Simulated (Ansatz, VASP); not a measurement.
## One calculation of MoS2, two programs

```
Mo S
1.0
     3.18413    0.00000    0.00000
    -1.59206    2.75753    0.00000
     0.00000    0.00000   17.33460
Mo S
1 2
Direct
  0.00000 0.00000 0.00000
  0.33333 0.66667 0.08949
  0.33333 0.66667 0.91051
```

Alike in both runs: task relaxation of the atoms; functional PBE; dispersion D3(BJ); k mesh 12 × 12 × 2; occupations gaussian, width 0.02 eV; no spin polarisation.

```csv
,VASP,Ansatz
version,VASP 6.6.1,Ansatz 0.2.0
potentials or method,"VASP PAW PBE potentials, release 64 (Mo_sv, S), cutoff 520 eV","scalar-relativistic, plane waves, PAW"
valence electrons in the cell,26,26
```

|  | VASP | Ansatz | Ansatz less VASP |
| --- | --- | --- | --- |
| gap on the k mesh at the Fermi level, each at its own relaxed structure (eV) | 1.63 | 1.63 | -0.005 |

Ansatz's warnings: stress scf threshold loose, xc potential rough in thin density.
